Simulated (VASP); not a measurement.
Write the native input for VASP 6.6.1 that does the following.

| Quantity | Value |
| --- | --- |
| Task | single point |
| Functional | PBEsol |
| Potentials or basis | VASP PAW PBE potentials, release 64 (Ta_pv, H) |
| Cutoff | 520 eV |
| k mesh | 12 × 12 × 12 |
| Occupations | gaussian, width 0.1 eV |
| Spin | no spin polarisation |
| Dipole correction | no |
| Further INCAR settings | ALGO = Normal; EDIFF = 1e-07; NBANDS = 18 |

The structure of Ta2H lies in POSCAR:

```
Ta2H
1.0
    3.2357844298      0.0000000000      0.0000000000
    0.0000000000      3.2357844298      0.0000000000
    0.0000000000      0.0000000000      3.3230855909
Ta H
2 1
Direct
    0.5000000000      0.0000000000      0.7951952641
    0.0000000000      0.5000000000      0.2048047359
    0.0000000000      0.0000000000      0.0000000000
```

This cell differs from its parent crystal: strained.

The input as run:

INCAR

```
SYSTEM = Ta2H
PREC = Accurate
ENCUT = 520
EDIFF = 1E-7
ISMEAR = 0
SIGMA = 0.1
LREAL = .False.
LASPH = .True.
NELM = 60
ALGO = Normal
ISIF = 2
LWAVE = .False.
LCHARG = .False.
GGA = PS
NBANDS = 18
```

KPOINTS

```
regular mesh
0
Gamma
  12 12 12
  0 0 0
```

Potentials or basis: VASP PAW PBE potentials, release 64 (Ta_pv, H).

The run is started by

```console
$ cat potpaw_PBE.64/Ta_pv/POTCAR potpaw_PBE.64/H/POTCAR > POTCAR
$ mpirun -np 1 vasp_std > vasp.out
```

It gave:

| Item | Value |
| --- | --- |
| Pressure | 34.6 GPa |
| Largest force | 4.553 eV/Å |

Caveat: the cell differs from its parent crystal (strained); the PAW data sets were made with another functional, which shifts forces and pressure a little.

Wall time 2.7 min on 1 thread of AMD EPYC 7R13 (shared host), peak memory 0.2 GiB.
